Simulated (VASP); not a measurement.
The system is Ti.

```
CELL_PARAMETERS angstrom
-1.64100 1.64100 1.64100
1.64100 -1.64100 1.64100
1.64100 1.64100 -1.64100
ATOMIC_POSITIONS crystal
Ti 0.00000 0.00000 0.00000
```

```yaml
Program: VASP 6.6.1
Task: relaxation of cell and atoms
Functional: PBE
Potentials_or_basis: VASP PAW PBE potentials, release 64 (Ti_sv)
Cutoff: 600 eV
k_mesh: 11 × 11 × 11
Occupations: fermi-dirac, width 0.05 eV
Spin: no spin polarisation
```

At the start: pressure -2.7 GPa; volume 17.68 Å³/atom.

Q: How do energy, volume and symmetry change on relaxing?

A: Over 3 steps the energy falls by 4.2 meV/atom and the volume is 17.20 Å³/atom (-2.7 %); space group Im-3m (No. 229, to 0.05 Å).

The path:
| step | energy change (eV) | largest force (eV/Å) | pressure (GPa) | volume (Å³) |
| --- | --- | --- | --- | --- |
| 1 | 0.0000 | 0.0000 | -2.74 | 17.68 |
| 2 | -0.0026 | 0.0000 | 1.79 | 16.91 |
| 3 | -0.0042 | 0.0000 | -0.01 | 17.20 |

Final structure:
```
Ti
1.0
    -1.62610    1.62610    1.62610
     1.62610   -1.62610    1.62610
     1.62610    1.62610   -1.62610
Ti
1
Direct
  0.00000 0.00000 0.00000
```
